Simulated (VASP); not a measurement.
# V (I4/mmm) in VASP: further runs

Runs on V. Level: PBEsol. Tasks: single point.

All numbers are computed with VASP 6.6.1; they aren't measurements. Logs are shortened: lines on timing, memory, paths and dates and some standing lists are left out, and cuts for length are marked.

## 1. The cell of the first run

Symmetry: I4/mmm, No. 139, tetragonal system. The conventional cell has a = 3.071 Å, b = 3.071 Å, c = 2.935 Å, α = 90.00°, β = 90.00°, γ = 90.00°. Within 3.5 Å of V (site symmetry 4/mmm) lie 14 V at 2.62 to 3.07 Å.

## 2. Single point, PBEsol (strain +0.015 along x and y, -0.030 along z)

Input file INCAR:

```
SYSTEM = V
  ALGO = Fast
  EDIFF = 1E-7
  ENCUT = 520
  GGA = PS
  ISIF = 2
  ISMEAR = 0
  LASPH = .TRUE.
  LCHARG = .TRUE.
  LELF = .TRUE.
  LREAL = .FALSE.
  LVHAR = .TRUE.
  LWAVE = .FALSE.
  NBANDS = 12
  NELM = 80
  PREC = Accurate
  SIGMA = 0.15
```

Input file KPOINTS:

```
k-points
0
G
  22 22 22
  0 0 0
```

Input file POSCAR:

```
V
1.0
   -1.5356950000      1.5356950000      1.4676100000
    1.5356950000     -1.5356950000      1.4676100000
    1.5356950000      1.5356950000     -1.4676100000
V
1
Direct
    0.0000000000      0.0000000000      0.0000000000
```

Potentials or basis: VASP PAW PBE potentials, release 64 (V_sv).

Launch:

```
$ cat potpaw_PBE.64/V_sv/POTCAR > POTCAR
$ mpirun -np 1 vasp_std > vasp.out
```

OUTCAR:

```text
SYSTEM = V
   EDIFF = 1E-7
   ENCUT = 520
   GGA = PS
   ISIF = 2
   ISMEAR = 0
   LASPH = .TRUE.
   LREAL = .FALSE.
   NELM = 80
   PREC = Accurate

 ion  position               nearest neighbor table
   1  0.000  0.000  0.000-

  LATTYP: Found a body centered tetragonal cell.
 ALAT       =     3.0713900000
 C/A-ratio  =     0.9556650246

  Lattice vectors:

 A1 = (  -1.5356950000,   1.5356950000,   1.4676100000)
 A2 = (   1.5356950000,  -1.5356950000,   1.4676100000)
 A3 = (   1.5356950000,   1.5356950000,  -1.4676100000)

Analysis of symmetry for initial positions (statically):
=====================================================================
 Subroutine PRICEL returns:
 Original cell was already a primitive cell.

 Routine SETGRP: Setting up the symmetry group for a
 body centered tetragonal supercell.

 Subroutine GETGRP returns: Found 16 space group operations
 (whereof 16 operations were pure point group operations)
 out of a pool of 16 trial point group operations.

The static configuration has the point symmetry D_4h.

Analysis of symmetry for dynamics (positions and initial velocities):
=====================================================================
 Subroutine PRICEL returns:
 Original cell was already a primitive cell.

 Routine SETGRP: Setting up the symmetry group for a
 body centered tetragonal supercell.

 Subroutine GETGRP returns: Found 16 space group operations
 (whereof 16 operations were pure point group operations)
 out of a pool of 16 trial point group operations.

The dynamic configuration has the point symmetry D_4h.

 Subroutine INISYM returns: Found 16 space group operations
 (whereof 16 operations are pure point group operations),
 and found     1 'primitive' translations

----------------------------------------------------------------------------------------

                                     Primitive cell

  volume of cell :      13.8446

  direct lattice vectors                    reciprocal lattice vectors
    -1.535695000  1.535695000  1.467610000     0.000000000  0.325585484  0.340689965
     1.535695000 -1.535695000  1.467610000     0.325585484  0.000000000  0.340689965
     1.535695000  1.535695000 -1.467610000     0.325585484  0.325585484  0.000000000

  length of vectors
     2.621182439  2.621182439  2.621182439     0.471248936  0.471248936  0.460447407

  position of ions in fractional coordinates (direct lattice)
     0.000000000  0.000000000  0.000000000

  ion indices of the primitive-cell ions
   primitive index   ion index
                 1           1

----------------------------------------------------------------------------------------

 KPOINTS: k-points

Automatic generation of k-mesh.
 Grid dimensions read from file:
 generate k-points for:   22   22   22

 Generating k-lattice:

  Cartesian coordinates                     Fractional coordinates (reciprocal lattice)
     0.000000000  0.014799340  0.015485908     0.045454545 -0.000000000  0.000000000
     0.014799340  0.000000000  0.015485908    -0.000000000  0.045454545  0.000000000
     0.014799340  0.014799340  0.000000000     0.000000000  0.000000000  0.045454545

  Length of vectors
     0.021420406  0.021420406  0.020929428

  Shift w.r.t. Gamma in fractional coordinates (k-lattice)
     0.000000000  0.000000000  0.000000000

 Subroutine IBZKPT returns following result:
 ===========================================

 Found    834 irreducible k-points:

 Following reciprocal coordinates:
            Coordinates               Weight
  0.000000  0.000000  0.000000      1.000000
  0.045455 -0.000000  0.000000      8.000000
  0.090909 -0.000000  0.000000      8.000000
  0.136364  0.000000 -0.000000      8.000000
  0.181818  0.000000 -0.000000      8.000000
  0.227273  0.000000  0.000000      8.000000
[... 16 lines left out ...]
  0.500000  0.045455  0.000000     16.000000
 -0.454545  0.045455  0.000000     16.000000
 [... further k-points ...]
   k-points           NKPTS =    834   k-points in BZ     NKDIM =    834   number of bands    NBANDS=     12
   number of dos      NEDOS =    301   number of ions     NIONS =      1
   total plane-waves  NPLWV =   8000
   dimension x,y,z NGX =    20 NGY =   20 NGZ =   20
   dimension x,y,z NGXF=    40 NGYF=   40 NGZF=   40
   ions per type =               1
   NGX,Y,Z   is equivalent  to a cutoff of  12.68, 12.68, 12.68 a.u.
   NGXF,Y,Z  is equivalent  to a cutoff of  25.37, 25.37, 25.37 a.u.
 SYSTEM =  V
   PREC   = accura    normal or accurate (medium, high low for compatibility)
   ISTART =      0    job   : 0-new  1-cont  2-samecut
   ICHARG =      2    charge: 1-file 2-atom 10-const
   ISPIN  =      1    spin polarized calculation?
   LNONCOLLINEAR =      F non collinear calculations
   LSORBIT =      F    spin-orbit coupling
   LASPH  =      T    aspherical Exc in radial PAW
   ENCUT  =  520.0 eV  38.22 Ry    6.18 a.u.   4.87  4.87  4.87*2*pi/ulx,y,z
   NELM   =     80;   NELMIN=  2; NELMDL= -5     # of ELM steps
   EDIFF  = 0.1E-06   stopping-criterion for ELM
   LREAL  =      F    real-space projection
   EDIFFG = 0.1E-05   stopping-criterion for IOM
   NSW    =      0    number of steps for IOM
   IBRION =     -1    ionic relax: 0-MD 1-quasi-New 2-CG
   NFREE  =      0    steps in history (QN), initial steepest desc. (CG)
   ISIF   =      2    stress and relaxation
   ISYM   =      2    0-nonsym 1-usesym 2-fastsym
   POTIM  = 0.5000    time-step for ionic-motion
   TEBEG  =    0.0;   TEEND  =   0.0 temperature during run
   PSTRESS=    0.0 pullay stress
   NELECT =      13.0000    total number of electrons
   NUPDOWN=      -1.0000    fix difference up-down
   EMIN   =  10.00;   EMAX   =-10.00  energy-range for DOS
   EFERMI =   0.00;   METHOD = LEGACY
   ISMEAR =     0;   SIGMA  =   0.15  broadening in eV -4-tet -1-fermi 0-gaus
   EFERMI_NEDOS =   21; number of points for ismear=-14 and -15
   IALGO  =     68    algorithm
   IMIX   =      4    mixing-type and parameters
     AMIX     =   0.40;   BMIX     =  1.00
     AMIX_MAG =   1.60;   BMIX_MAG =  1.00
  volume/ion in A,a.u.               =      13.84        93.43
  Fermi-wavevector in a.u.,A,eV,Ry     =   1.603107  3.029432 34.966305  2.569951
  Thomas-Fermi vector in A             =   2.699822
   LORBIT       =      0    0 simple, 1 ext, 2 COOP (PROOUT), +10 PAW based schemes
   GGA     = PS    functional components
   LHFCALC =     F    Hartree Fock is set to
   AEXX    =    0.0000 exact exchange contribution
   IVDW    =     0    specifies the selected vdW correction
   LEPSILON=     F    determine dielectric tensor
   LRPA    =     F    only Hartree local field effects (RPA)
 non-spin polarized calculation
 RMM-DIIS sequential band-by-band and
 Gauss-broadening in eV      SIGMA  =   0.15
  energy-cutoff  :      520.00
  volume of cell :       13.84
 maximum number of plane-waves:       390
   NGX =  9   NGY =  9   NGZ =  9

 number of electron      12.9999997 magnetization

 Free energy of the ion-electron system (eV)
  ---------------------------------------------------
  ext. energy  EPLUGINS =         0.00000000
  ---------------------------------------------------
  free energy    TOTEN  =        -9.60479745 eV

  energy without entropy =       -9.58339006  energy(sigma->0) =       -9.59409376

 E-fermi :   9.2372     XC(G=0): -12.9072

 val. band max:        9.2365673736   @ k =  -0.1818   0.0909   0.0455
 cond. band min:       9.2372948675   @ k =   0.3182   0.1364   0.0909
 fundamental gap:      0.0007274939
 Fermi energy:         9.2371816489

 k-point     1 :       0.0000    0.0000    0.0000
  band No.  band energies     occupation
      1     -54.2810      2.00000
      2     -27.7255      2.00000
      3     -27.7246      2.00000
      4     -27.7246      2.00000
      5       2.6891      2.00000
      6       9.4068      0.10969
      7       9.7643      0.00000
      8       9.7643      0.00000
      9      11.3453      0.00000
     10      11.7581      0.00000
     11      29.1939      0.00000
     12      29.1939      0.00000

 k-point     2 :       0.0455   -0.0000    0.0000
  band No.  band energies     occupation
      1     -54.2774      2.00000
      2     -27.7427      2.00000
      3     -27.7302      2.00000
      4     -27.7254      2.00000
      5       2.7724      2.00000
      6       9.4157      0.09236
      7       9.7546      0.00000
      8       9.7768      0.00000
      9      11.3425      0.00000
     10      11.7262      0.00000
     11      29.1355      0.00000
     12      29.2644      0.00000

 k-point     3 :       0.0909   -0.0000    0.0000
  band No.  band energies     occupation
      1     -54.2666      2.00000
      2     -27.7940      2.00000
      3     -27.7464      2.00000
      4     -27.7265      2.00000
      5       3.0180      2.00000
      6       9.3827      0.17005
      7       9.7170      0.00001
      8       9.8760      0.00000
      9      11.3323      0.00000
     10      11.6528      0.00000
     11      28.8729      0.00000
     12      29.4661      0.00000

 k-point     4 :       0.1364    0.0000   -0.0000
  band No.  band energies     occupation
      1     -54.2497      2.00000
      2     -27.8743      2.00000
      3     -27.7720      2.00000
      4     -27.7284      2.00000
      5       3.4120      2.00000
      6       9.2559      0.85989
      7       9.6320      0.00020
      8      10.1192      0.00000
      9      11.3140      0.00000
     10      11.5913      0.00000
     11      28.2265      0.00000
     12      29.2296      0.00000

 k-point     5 :       0.1818    0.0000   -0.0000
  band No.  band energies     occupation
      1     -54.2278      2.00000
      2     -27.9765      2.00000
      3     -27.8047      2.00000
      4     -27.7307      2.00000
      5       3.9287      2.00000
      6       9.0677      1.88998
      7       9.4911      0.01666
      8      10.4794      0.00000
      9      11.3070      0.00000
     10      11.5787      0.00000
     11      27.2036      0.00000
     12      28.6300      0.00000
[... 228 lines left out ...]
      1     -54.1044      2.00000
      2     -28.5192      2.00000
      3     -27.9866      2.00000
      4     -27.7512      2.00000
      5       6.1616      2.00000
      6       8.0823      2.00000
      7      10.2934      0.00000
      8      11.6003      0.00000
      9      12.1025      0.00000
     10      13.1233      0.00000
     11      19.8826      0.00000
     12      24.8993      0.00000

 k-point    22 :       0.4545    0.0455    0.0000
  band No.  band energies     occupation
      1     -54.0971      2.00000
      2     -28.5497      2.00000
      3     -27.9978      2.00000
      4     -27.7515      2.00000
      5       6.1731      2.00000
      6       8.0294      2.00000
      7      10.6361      0.00000
      8      11.6160      0.00000
      9      12.1553      0.00000
     10      13.3387      0.00000
     11      19.2702      0.00000
     12      24.6904      0.00000

 k-point    23 :       0.5000    0.0455    0.0000
  band No.  band energies     occupation
      1     -54.0973      2.00000
      2     -28.5489      2.00000
      3     -27.9980      2.00000
      4     -27.7510      2.00000
      5       6.1721      2.00000
      6       8.0311      2.00000
      7      10.6417      0.00000
      8      11.6010      0.00000
      9      12.1462      0.00000
     10      13.3424      0.00000
     11      19.2866      0.00000
     12      24.6894      0.00000

 k-point    24 :      -0.4545    0.0455    0.0000
  band No.  band energies     occupation
      1     -54.1049      2.00000
      2     -28.5168      2.00000
      3     -27.9871      2.00000
      4     -27.7497      2.00000
      5       6.1581      2.00000
      6       8.0873      2.00000
      7      10.2915      0.00000
      8      11.5992      0.00000
      9      12.0574      0.00000
     10      13.1345      0.00000
     11      19.9256      0.00000
     12      24.8949      0.00000

 [... further k-points ...]
[... 5 lines left out ...]
  --------------------------------------------------------------------------------------
  -------------------------------------------------------------------------------------
  Total       -1.1110787     -1.1110787     -0.6854714      0.0000000      0.0000000      0.0000000
  in kB     -128.5804066   -128.5804066    -79.3266910      0.0000000      0.0000000      0.0000000
  external PRESSURE =    -112.1625014 kB  Pullay stress =       0.0000000 kB

 VOLUME and BASIS-vectors are now :
 -----------------------------------------------------------------------------
  energy-cutoff  :      520.00
  volume of cell :       13.84
      direct lattice vectors                 reciprocal lattice vectors
    -1.535695000  1.535695000  1.467610000     0.000000000  0.325585484  0.340689965
     1.535695000 -1.535695000  1.467610000     0.325585484  0.000000000  0.340689965
     1.535695000  1.535695000 -1.467610000     0.325585484  0.325585484  0.000000000

 POSITION                                       TOTAL-FORCE (eV/Angst)
 -----------------------------------------------------------------------------------
      0.00000      0.00000      0.00000        -0.000000      0.000000     -0.000000
 -----------------------------------------------------------------------------------
    total drift:                               -0.000000     -0.000000     -0.000000

  FREE ENERGIE OF THE ION-ELECTRON SYSTEM (eV)
  ---------------------------------------------------
  free  energy   TOTEN  =        -9.6047974519 eV

  energy  without entropy=       -9.5833900630  energy(sigma->0) =       -9.59409376
```

Wall time 2.1 min (1 thread of AMD EPYC 7R43 (Zen 3), shared host); peak memory 0.2 GiB.

What came out:

| Quantity | Value |
| --- | --- |
| Free energy | -9.6048 eV |
| Pressure | -11.2 GPa |

Stress tensor (GPa, compression positive):
```
-12.86   0.00   0.00
  0.00 -12.86   0.00
  0.00   0.00  -7.93
```

Levels at points of the mesh, in eV from the Fermi level:
```csv
k point,band 4,band 5,band 6,band 7,band 8,band 9,band 10,band 11
"(0.00, 0.00, 0.00)",-36.96,-6.55,0.17,0.53,0.53,2.11,2.52,19.96
"(0.50, 0.00, 0.00)",-36.98,-3.11,-1.22,1.67,2.36,2.83,3.99,9.96
"(0.50, 0.50, 0.00)",-36.95,-3.09,-0.80,1.30,2.06,2.56,3.94,9.57
"(0.50, 0.50, 0.50)",-37.48,-2.95,-2.83,3.57,3.57,3.67,9.42,9.42
```

Caveat: the cell differs from its parent crystal (strain +0.015 along x and y, -0.030 along z); the PAW data sets were made with another functional, which shifts forces and pressure a little.

## 3. Single point, PBEsol (strain +0.000 along x and y, +0.015 along z)

Input file INCAR:

```
ALGO = Fast
EDIFF = 1E-6
ENCUT = 520
GGA = PS
ISIF = 2
ISMEAR = 0
LASPH = True
LCHARG = False
LREAL = False
LWAVE = False
NBANDS = 12
NELM = 100
PREC = Accurate
SIGMA = 0.15
```

Input file KPOINTS:

```
k-points
0
Gamma
  22 22 22
```

Input file POSCAR:

```
V
1.0
   -1.5130000000      1.5130000000      1.5356950000
    1.5130000000     -1.5130000000      1.5356950000
    1.5130000000      1.5130000000     -1.5356950000
V
1
Direct
    0.0000000000      0.0000000000      0.0000000000
```

Potentials or basis: VASP PAW PBE potentials, release 64 (V_sv).

Launch:

```
$ cat potpaw_PBE.64/V_sv/POTCAR > POTCAR
$ mpirun -np 1 vasp_std > vasp.out
```

Run time: 2.2 min. Hardware: 1 thread of AMD EPYC 7R43 (Zen 3), shared host; peak memory 0.2 GiB.

The run converged. Its results:

```
Free energy : -9.5938 eV
Pressure    : -13.6 GPa
```

Stress tensor (GPa, compression positive):
```
-13.05   0.00   0.00
  0.00 -13.05   0.00
  0.00   0.00 -14.69
```

Levels at points of the mesh, in eV from the Fermi level:
```csv
k point,band 5,band 6,band 7,band 8,band 9,band 10
"(0.00, 0.00, 0.00)",-6.50,0.36,0.36,0.47,2.23,2.35
"(0.50, 0.00, 0.00)",-3.04,-1.01,1.46,2.23,2.62,3.90
"(0.50, 0.50, 0.00)",-3.05,-1.15,1.58,2.37,2.66,3.92
"(0.50, 0.50, 0.50)",-2.84,-2.80,3.52,3.55,3.55,9.46
```

Caveat: the cell differs from its parent crystal (strain +0.000 along x and y, +0.015 along z); the PAW data sets were made with another functional, which shifts forces and pressure a little.
